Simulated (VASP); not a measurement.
## KMgF3: single point with r2SCAN

Crystal: KMgF3.

```
K Mg F
1.0
     3.93446    0.00014   -0.00377
     0.00014    3.93508   -0.00051
    -0.00377   -0.00051    3.92700
K Mg F
1 1 3
Direct
  0.50363 0.45313 0.53045
  0.99498 0.94457 0.96711
  0.45879 0.99588 0.01726
  0.97523 0.46190 0.99006
  0.98187 0.98823 0.50960
```

| Property | Result |
| --- | --- |
| Program | VASP 6.6.1 |
| Task | single point |
| Functional | r2SCAN |
| Potentials or basis | VASP PAW PBE potentials, release 64 (K_sv, Mg, F) |
| Cutoff | 520 eV |
| k mesh | 5 × 5 × 5, shifted |
| Occupations | fermi-dirac, width 0.0156 eV |
| Spin | no spin polarisation |
| Dipole correction | no |
| Further INCAR settings | ALGO = Normal; EDIFF = 1e-06; NBANDS = 24 |

```
Pressure               : 5.6 GPa
Largest force          : 2.539 eV/Å
Band gap on the k mesh : 8.71 eV (least direct gap 9.00 eV)
```

Forces on the atoms (eV/Å):
```
K   -0.287  0.167 -0.538
Mg  -1.145  0.778  2.129
F    1.547 -0.528 -0.103
F   -0.001 -0.007  0.181
F   -0.114 -0.410 -1.670
```

Stress tensor (GPa, compression positive):
```
 5.72  0.30  1.34
 0.30  3.64 -0.79
 1.34 -0.79  7.51
```

Levels at points of the mesh, in eV from the valence-band top:
```
           k point  band 13  band 14  band 15  band 16  band 17  band 18  band 19  band 20
(0.00, 0.50, 0.00)    -0.88    -0.73    -0.52    -0.49    11.18    11.96    12.10    13.79
```

It took 5.2 min on 1 thread of Intel(R) Xeon(R) Platinum 8259CL CPU @ 2.50GHz (Skylake/Cascade Lake), on a shared host, peak memory 0.22 GiB.

Caveat: the cell stands under pressure; the PAW data sets were made with another functional, which shifts forces and pressure a little; a shifted mesh leaves out Γ, where band edges can lie. A k mesh can miss the band edges.
